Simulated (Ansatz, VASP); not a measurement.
One calculation of BN, two programs

```
B N
1.0
     0.00000    1.79028    1.79028
     1.79028    0.00000    1.79028
     1.79028    1.79028    0.00000
B N
1 1
Cartesian
  0.0000 0.0000 0.0000
  2.6854 2.6854 2.6854
```

Alike in both runs: functional LDA; k mesh 12 × 12 × 12; occupations gaussian, width 0.02 eV; no spin polarisation.

Ansatz relaxed the structure, and its values are those at the end. VASP's run is a single point on that final structure, the one shown.

|  | VASP | Ansatz |
| --- | --- | --- |
| version | VASP 6.6.1 | Ansatz 0.2.0 |
| potentials or method | VASP PAW LDA potentials, release 64 (B_h, N_h), cutoff 1330 eV | scalar-relativistic, plane waves, PAW |
| valence electrons in the cell | 8 | 8 |

```csv
,VASP,Ansatz,Ansatz less VASP
gap on the k mesh at the Fermi level (eV),4.38,4.39,+0.010
least direct gap on the mesh (eV),8.82,8.83,+0.007
pressure (GPa),0.7,0.0,-0.71
```

LDA's correlation is that of Perdew and Zunger in VASP and of Perdew and Wang (1992) in Ansatz.
